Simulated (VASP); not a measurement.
# Al (Fm-3m) in VASP: further runs

The runs below take Al through single point, with PBE.

Everything below comes from runs of VASP 6.6.1. Logs are shortened: lines on timing, memory, paths and dates and some standing lists are left out, and cuts for length are marked.

### 1 The cell of the first run

The structure is cubic, space group Fm-3m (No. 225). The conventional cell has a = 4.050 Å, b = 4.050 Å, c = 4.050 Å, α = 90.00°, β = 90.00°, γ = 90.00°. Within 3.8 Å of Al (site symmetry m-3m) lie 12 Al at 2.86 Å.

### 2 Single point, PBE

File INCAR:

```
SYSTEM = Al
PREC = Accurate ; ENCUT = 520
EDIFF = 1E-7 ; ISMEAR = 0
SIGMA = 0.1 ; LREAL = .False.
LASPH = .True. ; NELM = 100
ALGO = Normal ; ISIF = 2
LWAVE = .False. ; LCHARG = .True.
GGA = PE ; LELF = .True.
LVHAR = .True. ; NBANDS = 8
```

File KPOINTS:

```
Automatic mesh
0
Gamma
  8 8 8
  0 0 0
```

File POSCAR:

```
Al
1.0
    0.0000000000      2.0248050000      2.0248050000
    2.0248050000      0.0000000000      2.0248050000
    2.0248050000      2.0248050000      0.0000000000
Al
1
Direct
    0.0000000000      0.0000000000      0.0000000000
```

Potentials or basis: VASP PAW PBE potentials, release 64 (Al).

Launch:

```console
$ cat potpaw_PBE.64/Al/POTCAR > POTCAR
$ mpirun -np 1 vasp_std > vasp.out
```

OUTCAR:

```text
SYSTEM = Al
   PREC = Accurate
   ENCUT = 520
   EDIFF = 1E-7
   ISMEAR = 0
   LREAL = .False.
   LASPH = .True.
   NELM = 100
   ISIF = 2
   GGA = PE

 ion  position               nearest neighbor table
   1  0.000  0.000  0.000-

  LATTYP: Found a face centered cubic cell.
 ALAT       =     4.0496100000

  Lattice vectors:

 A1 = (   0.0000000000,   2.0248050000,   2.0248050000)
 A2 = (   2.0248050000,   0.0000000000,   2.0248050000)
 A3 = (   2.0248050000,   2.0248050000,   0.0000000000)

Analysis of symmetry for initial positions (statically):
=====================================================================
 Subroutine PRICEL returns:
 Original cell was already a primitive cell.

 Routine SETGRP: Setting up the symmetry group for a
 face centered cubic supercell.

 Subroutine GETGRP returns: Found 48 space group operations
 (whereof 48 operations were pure point group operations)
 out of a pool of 48 trial point group operations.

The static configuration has the point symmetry O_h .

Analysis of symmetry for dynamics (positions and initial velocities):
=====================================================================
 Subroutine PRICEL returns:
 Original cell was already a primitive cell.

 Routine SETGRP: Setting up the symmetry group for a
 face centered cubic supercell.

 Subroutine GETGRP returns: Found 48 space group operations
 (whereof 48 operations were pure point group operations)
 out of a pool of 48 trial point group operations.

The dynamic configuration has the point symmetry O_h .

 Subroutine INISYM returns: Found 48 space group operations
 (whereof 48 operations are pure point group operations),
 and found     1 'primitive' translations

----------------------------------------------------------------------------------------

                                     Primitive cell

  volume of cell :      16.6027

  direct lattice vectors                    reciprocal lattice vectors
     0.000000000  2.024805000  2.024805000    -0.246937359  0.246937359  0.246937359
     2.024805000  0.000000000  2.024805000     0.246937359 -0.246937359  0.246937359
     2.024805000  2.024805000  0.000000000     0.246937359  0.246937359 -0.246937359

  length of vectors
     2.863506692  2.863506692  2.863506692     0.427708053  0.427708053  0.427708053

  position of ions in fractional coordinates (direct lattice)
     0.000000000  0.000000000  0.000000000

  ion indices of the primitive-cell ions
   primitive index   ion index
                 1           1

----------------------------------------------------------------------------------------

 KPOINTS: Automatic mesh

Automatic generation of k-mesh.
 Grid dimensions read from file:
 generate k-points for:    8    8    8

 Generating k-lattice:

  Cartesian coordinates                     Fractional coordinates (reciprocal lattice)
    -0.030867170  0.030867170  0.030867170     0.125000000  0.000000000  0.000000000
     0.030867170 -0.030867170  0.030867170     0.000000000  0.125000000  0.000000000
     0.030867170  0.030867170 -0.030867170     0.000000000  0.000000000  0.125000000

  Length of vectors
     0.053463507  0.053463507  0.053463507

  Shift w.r.t. Gamma in fractional coordinates (k-lattice)
     0.000000000  0.000000000  0.000000000

 Subroutine IBZKPT returns following result:
 ===========================================

 Found     29 irreducible k-points:

 Following reciprocal coordinates:
            Coordinates               Weight
  0.000000  0.000000  0.000000      1.000000
  0.125000  0.000000  0.000000      8.000000
  0.250000  0.000000  0.000000      8.000000
  0.375000  0.000000  0.000000      8.000000
  0.500000  0.000000  0.000000      4.000000
  0.125000  0.125000  0.000000      6.000000
[... 16 lines left out ...]
  0.500000  0.250000  0.125000     48.000000
 -0.375000  0.250000  0.125000     24.000000
 [... further k-points ...]
   k-points           NKPTS =     29   k-points in BZ     NKDIM =     29   number of bands    NBANDS=      8
   number of dos      NEDOS =    301   number of ions     NIONS =      1
   total plane-waves  NPLWV =  13824
   dimension x,y,z NGX =    24 NGY =   24 NGZ =   24
   dimension x,y,z NGXF=    48 NGYF=   48 NGZF=   48
   ions per type =               1
   NGX,Y,Z   is equivalent  to a cutoff of  13.93, 13.93, 13.93 a.u.
   NGXF,Y,Z  is equivalent  to a cutoff of  27.87, 27.87, 27.87 a.u.
 SYSTEM =  Al
   PREC   = accura    normal or accurate (medium, high low for compatibility)
   ISTART =      0    job   : 0-new  1-cont  2-samecut
   ICHARG =      2    charge: 1-file 2-atom 10-const
   ISPIN  =      1    spin polarized calculation?
   LNONCOLLINEAR =      F non collinear calculations
   LSORBIT =      F    spin-orbit coupling
   LASPH  =      T    aspherical Exc in radial PAW
   ENCUT  =  520.0 eV  38.22 Ry    6.18 a.u.   5.32  5.32  5.32*2*pi/ulx,y,z
   NELM   =    100;   NELMIN=  2; NELMDL= -5     # of ELM steps
   EDIFF  = 0.1E-06   stopping-criterion for ELM
   LREAL  =      F    real-space projection
   EDIFFG = 0.1E-05   stopping-criterion for IOM
   NSW    =      0    number of steps for IOM
   IBRION =     -1    ionic relax: 0-MD 1-quasi-New 2-CG
   NFREE  =      0    steps in history (QN), initial steepest desc. (CG)
   ISIF   =      2    stress and relaxation
   ISYM   =      2    0-nonsym 1-usesym 2-fastsym
   POTIM  = 0.5000    time-step for ionic-motion
   TEBEG  =    0.0;   TEEND  =   0.0 temperature during run
   PSTRESS=    0.0 pullay stress
   NELECT =       3.0000    total number of electrons
   NUPDOWN=      -1.0000    fix difference up-down
   EMIN   =  10.00;   EMAX   =-10.00  energy-range for DOS
   EFERMI =   0.00;   METHOD = LEGACY
   ISMEAR =     0;   SIGMA  =   0.10  broadening in eV -4-tet -1-fermi 0-gaus
   EFERMI_NEDOS =   21; number of points for ismear=-14 and -15
   IALGO  =     38    algorithm
   IMIX   =      4    mixing-type and parameters
     AMIX     =   0.40;   BMIX     =  1.00
     AMIX_MAG =   1.60;   BMIX_MAG =  1.00
  volume/ion in A,a.u.               =      16.60       112.04
  Fermi-wavevector in a.u.,A,eV,Ry     =   0.925526  1.748991 11.654733  0.856599
  Thomas-Fermi vector in A             =   2.051390
   LORBIT       =      0    0 simple, 1 ext, 2 COOP (PROOUT), +10 PAW based schemes
   GGA     = PE    functional components
   LHFCALC =     F    Hartree Fock is set to
   AEXX    =    0.0000 exact exchange contribution
   IVDW    =     0    specifies the selected vdW correction
   LEPSILON=     F    determine dielectric tensor
   LRPA    =     F    only Hartree local field effects (RPA)
 non-spin polarized calculation
 Gauss-broadening in eV      SIGMA  =   0.10
  energy-cutoff  :      520.00
  volume of cell :       16.60
 maximum number of plane-waves:       459
 NGX is ok and might be reduce to    24
   NGX = 11   NGY = 11   NGZ = 11

 number of electron       3.0000000 magnetization

 Free energy of the ion-electron system (eV)
  ---------------------------------------------------
  ext. energy  EPLUGINS =         0.00000000
  ---------------------------------------------------
  free energy    TOTEN  =        -3.74144419 eV

  energy without entropy =       -3.73833312  energy(sigma->0) =       -3.73988866

 E-fermi :   7.9959     XC(G=0): -10.1731

 val. band max:        7.6178045236   @ k =  -0.2500   0.3750   0.1250
 cond. band min:       8.0722588526   @ k =   0.5000   0.2500   0.1250
 fundamental gap:      0.4544543290
 Fermi energy:         7.9959380129

 k-point     1 :       0.0000    0.0000    0.0000
  band No.  band energies     occupation
      1      -3.1549      2.00000
      2      20.5219      0.00000
      3      20.5219      0.00000
      4      20.5219      0.00000
      5      21.9673      0.00000
      6      21.9673      0.00000
      7      21.9673      0.00000
      8      24.3591      0.00000

 k-point     2 :       0.1250    0.0000    0.0000
  band No.  band energies     occupation
      1      -2.7323      2.00000
      2      16.2229      0.00000
      3      19.5674      0.00000
      4      19.5674      0.00000
      5      22.5907      0.00000
      6      23.5152      0.00000
      7      23.5152      0.00000
      8      25.5443      0.00000

 k-point     3 :       0.2500    0.0000    0.0000
  band No.  band energies     occupation
      1      -1.4721      2.00000
      2      11.3637      0.00000
      3      18.7999      0.00000
      4      18.7999      0.00000
      5      22.2341      0.00000
      6      22.6352      0.00000
      7      22.6352      0.00000
      8      26.6252      0.00000

 k-point     4 :       0.3750    0.0000    0.0000
  band No.  band energies     occupation
      1       0.6042      2.00000
      2       7.0730      2.00000
      3      18.7079      0.00000
      4      18.7079      0.00000
      5      20.6517      0.00000
      6      20.6517      0.00000
      7      22.3071      0.00000
      8      24.5675      0.00000

 k-point     5 :       0.5000    0.0000    0.0000
  band No.  band energies     occupation
      1       3.3681      2.00000
      2       3.5660      2.00000
      3      19.2817      0.00000
      4      19.2817      0.00000
      5      19.3684      0.00000
      6      19.3684      0.00000
      7      23.0222      0.00000
      8      23.1390      0.00000
[... 177 lines left out ...]
 k-point    22 :       0.3750    0.2500    0.1250
  band No.  band energies     occupation
      1      -0.3613      2.00000
      2      11.7760      0.00000
      3      13.1687      0.00000
      4      16.6817      0.00000
      5      20.0380      0.00000
      6      21.7966      0.00000
      7      24.8214      0.00000
      8      28.1484      0.00000

 k-point    23 :       0.5000    0.2500    0.1250
  band No.  band energies     occupation
      1       1.6976      2.00000
      2       8.0723      0.28044
      3      12.4962      0.00000
      4      14.5497      0.00000
      5      20.6590      0.00000
      6      22.7426      0.00000
      7      24.8698      0.00000
      8      28.8263      0.00000

 k-point    24 :      -0.3750    0.2500    0.1250
  band No.  band energies     occupation
      1       4.4106      2.00000
      2       4.6552      2.00000
      3      12.8957      0.00000
      4      13.3544      0.00000
      5      21.1804      0.00000
      6      21.6161      0.00000
      7      28.1617      0.00000
      8      28.4696      0.00000

 [... further k-points ...]
[... 5 lines left out ...]
  --------------------------------------------------------------------------------------
  -------------------------------------------------------------------------------------
  Total       -0.0478207     -0.0478207     -0.0478207      0.0000000     -0.0000000     -0.0000000
  in kB       -4.6147361     -4.6147361     -4.6147361      0.0000000     -0.0000000     -0.0000000
  external PRESSURE =      -4.6147361 kB  Pullay stress =       0.0000000 kB

 VOLUME and BASIS-vectors are now :
 -----------------------------------------------------------------------------
  energy-cutoff  :      520.00
  volume of cell :       16.60
      direct lattice vectors                 reciprocal lattice vectors
     0.000000000  2.024805000  2.024805000    -0.246937359  0.246937359  0.246937359
     2.024805000  0.000000000  2.024805000     0.246937359 -0.246937359  0.246937359
     2.024805000  2.024805000  0.000000000     0.246937359  0.246937359 -0.246937359

 POSITION                                       TOTAL-FORCE (eV/Angst)
 -----------------------------------------------------------------------------------
      0.00000      0.00000      0.00000         0.000000      0.000000      0.000000
 -----------------------------------------------------------------------------------
    total drift:                               -0.000000     -0.000000      0.000000

  FREE ENERGIE OF THE ION-ELECTRON SYSTEM (eV)
  ---------------------------------------------------
  free  energy   TOTEN  =        -3.7414441923 eV

  energy  without entropy=       -3.7383331190  energy(sigma->0) =       -3.73988866
```

Run time: 1.9 s. Hardware: 1 thread of Intel Xeon 6975P-C (Granite Rapids), shared host; peak memory 0.12 GiB.

What came out:

- Free energy: -3.7414 eV
- Pressure: -0.5 GPa

[end of part 1 of 2]
